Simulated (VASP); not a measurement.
## AlNi (rocksalt type): single point with PBE

AlNi (rocksalt type):

```
Ni Al
1.0
     0.00000    2.17746    2.17746
     2.17746    0.00000    2.17746
     2.17746    2.17746    0.00000
Ni Al
1 1
Direct
  0.00000 0.00000 0.00000
  0.50000 0.50000 0.50000
```

This cell differs from its parent crystal: volume scaled by 0.72.

* Program: VASP 6.6.1
* Task: single point
* Functional: PBE
* Potentials or basis: VASP PAW PBE potentials, release 64 (Ni, Al)
* Cutoff: 520 eV
* k mesh: 15 × 15 × 15
* Occupations: fermi-dirac, width 0.1 eV
* Spin: no spin polarisation

| Item | Value |
| --- | --- |
| Pressure | 72.4 GPa |

Levels at points of the mesh, in eV from the Fermi level:
```tsv
k point	band 4	band 5	band 6	band 7	band 8	band 9
(0.00, 0.00, 0.00)	-3.40	-3.20	-3.20	8.94	8.94	8.94
```

Wall time 9.9 s on 1 thread of Intel(R) Xeon(R) 6975P-C (Granite Rapids), on a shared host, peak memory 0.16 GiB.

 Spin polarisation is off, so any magnetic state and its effect on volume and gap are missing.
